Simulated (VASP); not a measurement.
The system is KCl.

```
K Cl
1.0
     3.77117    0.00000    0.00000
     0.00000    3.77117    0.00000
     0.00000    0.00000    3.77117
K Cl
1 1
Cartesian
  0.0000 0.0000 0.0000
  1.8856 1.8856 1.8856
```

Base run:

- Program: VASP 6.6.1
- Functional: LDA
- Potentials or basis: VASP PAW LDA potentials, release 64 (K_sv, Cl)
- Cutoff: 520 eV
- k mesh: 4 × 4 × 4
- Occupations: gaussian, width 0.01 eV
- Spin: no spin polarisation

Its results: band gap on the k mesh 4.59 eV, indirect (least direct gap 4.81 eV); pressure -2.3 GPa.

Task: The run is repeated on the same cell with these changes: functional from LDA to r2SCAN; potentials or basis from VASP PAW LDA potentials, release 64 (K_sv, Cl) to VASP PAW PBE potentials, release 64 (K_sv, Cl). What comes out?

Result: Band gap on the k mesh 5.81 eV, indirect (least direct gap 6.02 eV); pressure 0.0 GPa.

Caveats: the PAW data sets were made with another functional, which shifts forces and pressure a little (some runs).

A k mesh can miss the band edges.
